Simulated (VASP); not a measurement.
# H11C2NO4 in VASP: notebook, part 2 of 2

VASP 6.6.1. Earlier steps stand in the parts before.

### 3 Single point, r2SCAN

This run uses another cell than the first one, of 11.39 Å³/atom, 1.134 times its volume.

Input file POSCAR:

```
H11C2NO4
1.0
    5.8968160000      0.0000000000      0.0000000000
    0.0000000000      5.8968160000      0.0000000000
    0.0000000000      0.0000000000      5.8968160000
O H C N
4 11 2 1
Direct
    0.1923580454      0.1741957015      0.5361198314
    0.4277732254      0.7176415204      0.3524783544
    0.1257288679      0.4276714756      1.1307966876
    0.7858139036      0.4095430483      0.5568259210
    0.3301273094      0.1800293582      0.6217423097
    0.0595914812      0.2545441472      0.5824499187
    0.3447792843      0.8572592396      0.3828676357
    0.3230896131      0.6526912151      0.2408418374
    0.1159948013      0.3143221698      1.2441459934
   -0.0172635538      0.4309444283      1.0579268541
    0.7175058540      0.4782920139      0.4236353992
    0.6646637779      0.3914485377      0.6613229919
    0.4416620766      0.7950222629      0.8289727880
    0.7031760869      0.8414371417      0.7211179728
    0.7075513294      0.6654947348      0.9318757784
    0.6196903549      0.8232408812      0.8728947961
    0.6585079134      1.0423760891      0.9723043758
    0.7171327713      1.2118404237      1.0416468820
```

Input file INCAR.step1:

```
  ALGO = Normal
  EDIFF = 1E-4
  ENCUT = 520
  GGA = PE
  ISMEAR = -1
  LASPH = True
  LCHARG = False
  LREAL = Auto
  LWAVE = True
  NBANDS = 39
  NELM = 100
  PREC = Accurate
  SIGMA = 0.05
```

Input file INCAR.step2:

```
  ALGO = Normal
  EDIFF = 1E-7
  ENCUT = 520
  ISIF = 2
  ISMEAR = -1
  ISTART = 1
  LASPH = True
  LCHARG = True
  LELF = True
  LMIXTAU = True
  LREAL = Auto
  LVHAR = True
  LWAVE = False
  METAGGA = R2SCAN
  NBANDS = 39
  NELM = 100
  PREC = Accurate
  SIGMA = 0.05
```

Input file KPOINTS:

```
k-points
0
Gamma
  1 1 1
```

Potentials or basis: VASP PAW PBE potentials, release 64 (O, H, C, N).

On the command line:

```sh
cat potpaw_PBE.64/O/POTCAR potpaw_PBE.64/H/POTCAR potpaw_PBE.64/C/POTCAR potpaw_PBE.64/N/POTCAR > POTCAR
cp INCAR.step1 INCAR
mpirun -np 1 vasp_gam > vasp.out
cp INCAR.step2 INCAR
mpirun -np 1 vasp_gam > vasp.out
```

OUTCAR:

```text
EDIFF = 1E-7
   ENCUT = 520
   ISIF = 2
   ISMEAR = -1
   ISTART = 1
   LASPH = True
   LREAL = Auto
   METAGGA = R2SCAN
   NELM = 100
   PREC = Accurate

 ion  position               nearest neighbor table
   1  0.192  0.174  0.536-   6 0.96   5 0.96
   2  0.428  0.718  0.352-   7 0.97   8 0.98
   3  0.126  0.428  0.131-  10 0.95   9 0.95
   4  0.786  0.410  0.557-  12 0.95  11 0.97
   5  0.330  0.180  0.622-   1 0.96
   6  0.060  0.255  0.582-   1 0.96
   7  0.345  0.857  0.383-   2 0.97
   8  0.323  0.653  0.241-   2 0.98
   9  0.116  0.314  0.244-   3 0.95
  10  0.983  0.431  0.058-   3 0.95
  11  0.718  0.478  0.424-   4 0.97
  12  0.665  0.391  0.661-   4 0.95
  13  0.442  0.795  0.829-  16 1.09
  14  0.703  0.841  0.721-  16 1.03
  15  0.708  0.665  0.932-  16 1.12
  16  0.620  0.823  0.873-  14 1.03  13 1.09  15 1.12  17 1.44
  17  0.659  0.042  0.972-  18 1.13  16 1.44
  18  0.717  0.212  0.042-  17 1.13

  LATTYP: Found a simple cubic cell.
 ALAT       =     5.8968160000

  Lattice vectors:

 A1 = (   5.8968160000,   0.0000000000,   0.0000000000)
 A2 = (   0.0000000000,   5.8968160000,   0.0000000000)
 A3 = (   0.0000000000,   0.0000000000,   5.8968160000)

Analysis of symmetry for initial positions (statically):
=====================================================================
 Subroutine PRICEL returns:
 Original cell was already a primitive cell.

 Routine SETGRP: Setting up the symmetry group for a
 simple cubic supercell.

 Subroutine GETGRP returns: Found  1 space group operations
 (whereof  1 operations were pure point group operations)
 out of a pool of 48 trial point group operations.

The static configuration has the point symmetry C_1 .

Analysis of symmetry for dynamics (positions and initial velocities):
=====================================================================
 Subroutine PRICEL returns:
 Original cell was already a primitive cell.

 Routine SETGRP: Setting up the symmetry group for a
 simple cubic supercell.

 Subroutine GETGRP returns: Found  1 space group operations
 (whereof  1 operations were pure point group operations)
 out of a pool of 48 trial point group operations.

The dynamic configuration has the point symmetry C_1 .

 Subroutine INISYM returns: Found  1 space group operations
 (whereof  1 operations are pure point group operations),
 and found     1 'primitive' translations

----------------------------------------------------------------------------------------

                                     Primitive cell

  volume of cell :     205.0467

  direct lattice vectors                    reciprocal lattice vectors
     5.896816000  0.000000000  0.000000000     0.169583043  0.000000000  0.000000000
     0.000000000  5.896816000  0.000000000     0.000000000  0.169583043  0.000000000
     0.000000000  0.000000000  5.896816000     0.000000000  0.000000000  0.169583043

  length of vectors
     5.896816000  5.896816000  5.896816000     0.169583043  0.169583043  0.169583043

  position of ions in fractional coordinates (direct lattice)
     0.192358045  0.174195701  0.536119831
     0.427773225  0.717641520  0.352478354
     0.125728868  0.427671476  0.130796688
     0.785813904  0.409543048  0.556825921
     0.330127309  0.180029358  0.621742310
     0.059591481  0.254544147  0.582449919
[... 10 lines left out ...]
     0.658507913  0.042376089  0.972304376
     0.717132771  0.211840424  0.041646882

  ion indices of the primitive-cell ions
   primitive index   ion index
                 1           1
                 2           2
                 3           3
                 4           4
                 5           5
                 6           6
[... 10 lines left out ...]
                17          17
                18          18

----------------------------------------------------------------------------------------

 KPOINTS: k-points

Automatic generation of k-mesh.
 Grid dimensions read from file:
 generate k-points for:    1    1    1

 Generating k-lattice:

  Cartesian coordinates                     Fractional coordinates (reciprocal lattice)
     0.169583043  0.000000000  0.000000000     1.000000000  0.000000000  0.000000000
     0.000000000  0.169583043  0.000000000     0.000000000  1.000000000  0.000000000
     0.000000000  0.000000000  0.169583043     0.000000000  0.000000000  1.000000000

  Length of vectors
     0.169583043  0.169583043  0.169583043

  Shift w.r.t. Gamma in fractional coordinates (k-lattice)
     0.000000000  0.000000000  0.000000000

 Subroutine IBZKPT returns following result:
 ===========================================

 Found      1 irreducible k-points:

 Following reciprocal coordinates:
            Coordinates               Weight
  0.000000  0.000000  0.000000      1.000000
   k-points           NKPTS =      1   k-points in BZ     NKDIM =      1   number of bands    NBANDS=     39
   number of dos      NEDOS =    301   number of ions     NIONS =     18
   total plane-waves  NPLWV = 110592
   dimension x,y,z NGX =    48 NGY =   48 NGZ =   48
   dimension x,y,z NGXF=    96 NGYF=   96 NGZF=   96
   ions per type =               4  11   2   1
   NGX,Y,Z   is equivalent  to a cutoff of  13.53, 13.53, 13.53 a.u.
   NGXF,Y,Z  is equivalent  to a cutoff of  27.06, 27.06, 27.06 a.u.
 SYSTEM =  unknown system
   PREC   = accura    normal or accurate (medium, high low for compatibility)
   ISTART =      1    job   : 0-new  1-cont  2-samecut
   ICHARG =      0    charge: 1-file 2-atom 10-const
   ISPIN  =      1    spin polarized calculation?
   LNONCOLLINEAR =      F non collinear calculations
   LSORBIT =      F    spin-orbit coupling
   LASPH  =      T    aspherical Exc in radial PAW
   ENCUT  =  520.0 eV  38.22 Ry    6.18 a.u.  10.96 10.96 10.96*2*pi/ulx,y,z
   NELM   =    100;   NELMIN=  2; NELMDL=  0     # of ELM steps
   EDIFF  = 0.1E-06   stopping-criterion for ELM
   LREAL  =      T    real-space projection
   EDIFFG = 0.1E-05   stopping-criterion for IOM
   NSW    =      0    number of steps for IOM
   IBRION =     -1    ionic relax: 0-MD 1-quasi-New 2-CG
   NFREE  =      0    steps in history (QN), initial steepest desc. (CG)
   ISIF   =      2    stress and relaxation
   ISYM   =      2    0-nonsym 1-usesym 2-fastsym
   POTIM  = 0.5000    time-step for ionic-motion
   TEBEG  =    0.0;   TEEND  =   0.0 temperature during run
   PSTRESS=    0.0 pullay stress
   NELECT =      48.0000    total number of electrons
   NUPDOWN=      -1.0000    fix difference up-down
   EMIN   =  10.00;   EMAX   =-10.00  energy-range for DOS
   EFERMI =   0.00;   METHOD = LEGACY
   ISMEAR =    -1;   SIGMA  =   0.05  broadening in eV -4-tet -1-fermi 0-gaus
   EFERMI_NEDOS =   21; number of points for ismear=-14 and -15
   IALGO  =     38    algorithm
   IMIX   =      4    mixing-type and parameters
     AMIX     =   0.40;   BMIX     =  1.00
     AMIX_MAG =   1.60;   BMIX_MAG =  1.00
  volume/ion in A,a.u.               =      11.39        76.87
  Fermi-wavevector in a.u.,A,eV,Ry     =   1.008953  1.906645 13.850547  1.017986
  Thomas-Fermi vector in A             =   2.141852
   LORBIT       =      0    0 simple, 1 ext, 2 COOP (PROOUT), +10 PAW based schemes
   METAGGA = R2SCAN    functional components
   LHFCALC =     F    Hartree Fock is set to
   AEXX    =    0.0000 exact exchange contribution
   IVDW    =     0    specifies the selected vdW correction
   LEPSILON=     F    determine dielectric tensor
   LRPA    =     F    only Hartree local field effects (RPA)
 non-spin polarized calculation
  energy-cutoff  :      520.00
  volume of cell :      205.05
 maximum number of plane-waves:      2749
 NGX is ok and might be reduce to    42
   NGX = 21   NGY = 21   NGZ = 21

 number of electron      48.0000001 magnetization

 Free energy of the ion-electron system (eV)
  ---------------------------------------------------
  ext. energy  EPLUGINS =         0.00000000
  ---------------------------------------------------
  free energy    TOTEN  =      -101.41943168 eV

  energy without entropy =     -101.41943168  energy(sigma->0) =     -101.41943168

 E-fermi :  -2.8625     XC(G=0):  -6.8520

 val. band max:       -4.0747411107   @ k =   0.0000   0.0000   0.0000
 cond. band min:       1.3443656972   @ k =   0.0000   0.0000   0.0000
 fundamental gap:      5.4191068079
 Fermi energy:        -2.8624662618

 k-point     1 :       0.0000    0.0000    0.0000
  band No.  band energies     occupation
      1     -24.0074      2.00000
      2     -23.6136      2.00000
      3     -23.3752      2.00000
      4     -23.0294      2.00000
      5     -21.5771      2.00000
      6     -17.4371      2.00000
[... 28 lines left out ...]
     35       7.2115      0.00000
     36       7.7373      0.00000
 [bands above 36 left out]

------------------------ aborting loop because EDIFF is reached ----------------------------------------

  FORCE on cell =-STRESS in cart. coord.  units (eV):
  Direction    XX          YY          ZZ          XY          YZ          ZX
  --------------------------------------------------------------------------------------
  -------------------------------------------------------------------------------------
  Total        0.5615161      1.3725706      4.7854567      2.8024702      1.5038154     -1.1774313
  in kB        4.3875294     10.7248826     37.3922192     21.8977180     11.7503931     -9.2001190
  external PRESSURE =      17.5015437 kB  Pullay stress =       0.0000000 kB

 VOLUME and BASIS-vectors are now :
 -----------------------------------------------------------------------------
  energy-cutoff  :      520.00
  volume of cell :      205.05
      direct lattice vectors                 reciprocal lattice vectors
     5.896816000  0.000000000  0.000000000     0.169583043  0.000000000  0.000000000
     0.000000000  5.896816000  0.000000000     0.000000000  0.169583043  0.000000000
     0.000000000  0.000000000  5.896816000     0.000000000  0.000000000  0.169583043

 POSITION                                       TOTAL-FORCE (eV/Angst)
 -----------------------------------------------------------------------------------
      1.13430      1.02720      3.16140         0.724878     -1.548201     -1.474179
      2.52250      4.23180      2.07850        -0.705354      0.568655     -0.386212
      0.74140      2.52190      0.77128         1.197614      1.206220     -0.674766
      4.63380      2.41500      3.28350         0.546820      0.087537     -0.553425
      1.94670      1.06160      3.66630        -0.572570      0.651119      0.521473
      0.35140      1.50100      3.43460        -0.300355      0.727919      0.921720
[... 10 lines left out ...]
      3.88310      0.24988      5.73350        -0.480055     -3.653634     -0.409043
      4.22880      1.24918      0.24558         0.547144      3.110840      1.186027
 -----------------------------------------------------------------------------------
    total drift:                                0.011381     -0.006355      0.000409

  FREE ENERGIE OF THE ION-ELECTRON SYSTEM (eV)
  ---------------------------------------------------
  free  energy   TOTEN  =      -101.4194316827 eV

  energy  without entropy=     -101.4194316826  energy(sigma->0) =     -101.41943168
```

Wall time 3.2 min (1 thread of Intel Xeon 8259CL, shared host); peak memory 0.34 GiB.

What came out:

| Quantity | Value |
| --- | --- |
| Free energy | -101.4194 eV |
| Pressure | 1.8 GPa |
| Largest force | 3.708 eV/Å |
| Band gap on the k mesh | 5.42 eV |

Forces on the atoms (eV/Å):
```
O    0.725 -1.548 -1.474
O   -0.705  0.569 -0.386
O    1.198  1.206 -0.675
O    0.547  0.088 -0.553
H   -0.573  0.651  0.521
H   -0.300  0.728  0.922
H    0.371  0.002  0.360
H    0.208 -0.707  0.199
H    0.134 -0.780  0.924
H   -0.886 -0.238 -0.366
H    0.016  0.005  0.118
H   -0.512 -0.037  0.547
H    0.077 -0.216  0.364
H    1.042  0.222 -2.843
H   -0.689  0.913  0.859
C   -0.720 -0.314  0.706
C   -0.480 -3.654 -0.409
N    0.547  3.111  1.186
```

Caveat: the k points lie up to 1.07 Å⁻¹ apart; the PAW data sets were made with another functional, which shifts forces and pressure a little.

### 4 Single point, r2SCAN

This run uses another cell than the first one, of 12.20 Å³/atom, 1.215 times its volume.

Input file POSCAR:

```
H11C2NO4
1.0
    6.0330870000      0.0000000000      0.0000000000
    0.0000000000      6.0330870000      0.0000000000
    0.0000000000      0.0000000000      6.0330870000
O H C N
4 11 2 1
Direct
    0.1659018012      0.1573821163      0.5600118148
    0.4326309234      0.7254660839      0.3356656385
    0.1334142869      0.4590187412      1.1209021186
    0.7835789539      0.4016683333      0.5681999945
    0.2481151026      0.2796412517      0.6110967735
    0.0159454024      0.2079366666      0.5353478244
    0.3655011108      0.8486037082      0.4036076390
    0.2892880544      0.6629110437      0.2781163275
    0.1782337964      0.3331130481      1.2085686813
    0.0034145041      0.4272605384      1.0493964367
    0.7122390246      0.4238460344      0.4215089224
    0.6843925838      0.3764573592      0.6890005067
    0.4226857660      0.8155029092      0.8801298572
    0.6607396843      0.7980988837      0.6898458451
    0.6455898945      0.7136313466      0.9888801537
    0.5958309569      0.8339511762      0.8668199215
    0.6568279224      1.0311139223      0.9752552880
    0.7209410373      1.1998832439      1.0344621253
```

Input file INCAR.step1:

```
PREC     = Accurate       # precision mode
ENCUT    = 520            # plane-wave cutoff, eV
ISMEAR   = -1             # smearing method
SIGMA    = 0.05           # smearing width, eV
LREAL    = Auto         
LASPH    = T              # aspherical terms in the spheres
NELM     = 100            # most SCF steps
NBANDS   = 39             # bands
GGA      = PE             # functional
ALGO     = Normal         # electronic algorithm
EDIFF    = 1E-4           # SCF threshold, eV
LWAVE    = T              # write WAVECAR
LCHARG   = F              # write CHGCAR
```

Input file INCAR.step2:

```
PREC     = Accurate       # precision mode
ENCUT    = 520            # plane-wave cutoff, eV
EDIFF    = 1E-6           # SCF threshold, eV
ISMEAR   = -1             # smearing method
SIGMA    = 0.05           # smearing width, eV
LREAL    = Auto         
LASPH    = T              # aspherical terms in the spheres
NELM     = 100            # most SCF steps
ALGO     = Normal         # electronic algorithm
ISIF     = 2              # what is computed and relaxed
LWAVE    = F              # write WAVECAR
LCHARG   = T              # write CHGCAR
METAGGA  = R2SCAN         # meta-GGA
LMIXTAU  = T            
LELF     = T              # ELF
LVHAR    = T            
NBANDS   = 39             # bands
ISTART   = 1
```

Input file KPOINTS:

```
Automatic mesh
0
Gamma
  1 1 1
```

On the command line:

```sh
cat potpaw_PBE.64/O/POTCAR potpaw_PBE.64/H/POTCAR potpaw_PBE.64/C/POTCAR potpaw_PBE.64/N/POTCAR > POTCAR
cp INCAR.step1 INCAR
mpirun -np 1 vasp_gam > vasp.out
cp INCAR.step2 INCAR
mpirun -np 1 vasp_gam > vasp.out
```

Run time: 2.8 min. Hardware: 1 thread of Intel Xeon 8259CL, shared host; peak memory 0.34 GiB.

Results (log left out):

* Free energy: -101.3904 eV
* Pressure: 1.3 GPa
* Largest force: 3.419 eV/Å
* Band gap on the k mesh: 5.62 eV

Forces in eV/Å, atoms in the order of the input:
```
O    0.137 -1.657 -0.828
O   -1.415 -1.374 -0.842
O    2.949  1.112  1.326
O    0.634  0.160 -1.564
H    0.412  1.106  0.501
H   -0.368  0.471  0.296
H   -0.077  1.751  1.122
H    1.324 -0.309 -0.211
H   -0.274 -0.265 -0.013
H   -2.700 -0.990 -1.222
H   -0.036 -0.089  1.499
H   -0.647 -0.063 -0.038
H   -1.582 -0.012 -0.417
H   -0.401  0.679  1.907
H    0.564 -1.192 -0.038
C    0.887 -1.018 -0.947
C    0.104  0.130 -1.667
N    0.486  1.559  1.136
```

Stress tensor (GPa, compression positive):
```
 2.65  1.37  1.34
 1.37  3.75  1.17
 1.34  1.17 -2.56
```

Levels at points of the mesh, in eV from the valence-band top:
```tsv
k point	band 20	band 21	band 22	band 23	band 24	band 25	band 26	band 27	band 28	band 29
(0.00, 0.00, 0.00)	-1.24	-0.66	-0.58	-0.20	0.00	5.62	6.83	7.48	8.72	9.16
```

Caveat: the k points lie up to 1.04 Å⁻¹ apart; the PAW data sets were made with another functional, which shifts forces and pressure a little.

### 5 Summary

```tsv
cell	gap on the mesh (eV)	pressure (GPa)	largest force (eV/Å)
a = 5.654 Å, 18 atoms	5.65	3.7	3.13
a = 5.897 Å, 18 atoms	5.42	1.8	3.71
a = 6.033 Å, 18 atoms	5.62	1.3	3.42
```

Alike in all rows: task single point; level r2SCAN; potentials or basis VASP PAW PBE potentials, release 64 (O, H, C, N); no spin polarisation; k mesh 1 × 1 × 1; cutoff (eV) 520; smearing fermi-dirac 0.05 eV.

Caveats: all runs use coarse meshes; the PAW data sets were made with another functional, which shifts forces and pressure a little.

Total energies depend on the potentials used, so only differences within one code and one set of settings carry meaning.
